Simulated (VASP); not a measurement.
Nb:

```xyz
2
Lattice="2.8482 0.0000 0.0000 -1.4241 2.4666 0.0000 0.0000 0.0000 5.3140" Properties=species:S:1:pos:R:3 pbc="T T T"
Nb    0.0000    1.6444    1.3285
Nb    1.4241    0.8222    3.9855
```

This isn't the form of Nb at room conditions, which is bcc.

* Program: VASP 6.6.1
* Task: relaxation of cell and atoms
* Functional: PBE
* Potentials or basis: VASP PAW PBE potentials, release 64 (Nb_sv)
* Cutoff: 600 eV
* k mesh: 24 × 24 × 10
* Occupations: gaussian, width 0.1 eV
* Spin: no spin polarisation

At the start: pressure -0.0 GPa; volume 18.67 Å³/atom.

Task: How do energy, volume and symmetry change on relaxing?

Result: Over 8 steps the energy falls by 3.1 meV/atom and the volume is 18.63 Å³/atom (-0.2 %); space group P6_3/mmc (No. 194, to 0.1 Å) before and after.

Step by step:
| step | energy change (eV) | largest force (eV/Å) | pressure (GPa) | volume (Å³) |
| --- | --- | --- | --- | --- |
| 1 | 0.0000 | 0.0000 | -0.01 | 37.33 |
| 2 | -0.0062 | 0.0000 | -0.24 | 37.32 |
| 3 | -0.0063 | 0.0000 | -0.22 | 37.32 |
| 4 | -0.0062 | 0.0000 | -0.23 | 37.32 |
| 5 | -0.0063 | 0.0000 | -0.22 | 37.32 |
| 6 | -0.0063 | 0.0000 | -0.22 | 37.32 |
| 7 | -0.0062 | 0.0000 | 0.39 | 37.17 |
| 8 | -0.0063 | 0.0000 | 0.00 | 37.27 |

Final structure:
```
Nb
1.0
     2.86788    0.00000    0.00000
    -1.43394    2.48366    0.00000
     0.00000    0.00000    5.23203
Nb
2
Direct
  0.33333 0.66667 0.25000
  0.66667 0.33333 0.75000
```
